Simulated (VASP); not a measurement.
Wanted: the native input for a VASP 6.6.1 run.

| Property | Result |
| --- | --- |
| Task | single point |
| Functional | PBE |
| Potentials or basis | VASP PAW PBE potentials, release 64 (K_sv, Rb_sv) |
| Cutoff | 520 eV |
| k mesh | 8 × 8 × 8 |
| Occupations | gaussian, width 0.1 eV |
| Spin | no spin polarisation |
| Dipole correction | no |
| Further INCAR settings | ALGO = Fast; EDIFF = 1e-07; NBANDS = 20 |

The structure of KRb2 lies in POSCAR:

```
KRb2
1.0
   -3.8079276109      3.8079276109      5.2191564517
    3.8079276109     -3.8079276109      5.2191564517
    3.8079276109      3.8079276109     -5.2191564517
K Rb
1 2
Direct
    0.5000000000      0.5000000000      0.0000000000
    0.7500000000      0.2500000000      0.5000000000
    0.2500000000      0.7500000000      0.5000000000
```

The cell was generated, and may not be a known phase.

These files were run (other wordings do the same):

INCAR

```
SYSTEM = KRb2
ALGO = Fast ; EDIFF = 1E-7
ENCUT = 520 ; GGA = PE
ISIF = 2 ; ISMEAR = 0
LASPH = .True. ; LCHARG = .False.
LREAL = .False. ; LWAVE = .False.
NBANDS = 20 ; NELM = 100
PREC = Accurate ; SIGMA = 0.1
```

KPOINTS

```
k-points
0
Gamma
  8 8 8
  0 0 0
```

Potentials or basis: VASP PAW PBE potentials, release 64 (K_sv, Rb_sv).

Command:

```bash
$ cat potpaw_PBE.64/K_sv/POTCAR potpaw_PBE.64/Rb_sv/POTCAR > POTCAR
$ mpirun -np 1 vasp_std > vasp.out
```

Results of the run:

```yaml
Pressure: 0.0 GPa
Band_gap_on_the_k_mesh: zero (an odd number of electrons rules out a gap without spin polarisation)
```

Run time: 26 min on 1 thread of Oxide Virtual Turin-like Processor (shared host), peak memory 0.6 GiB.
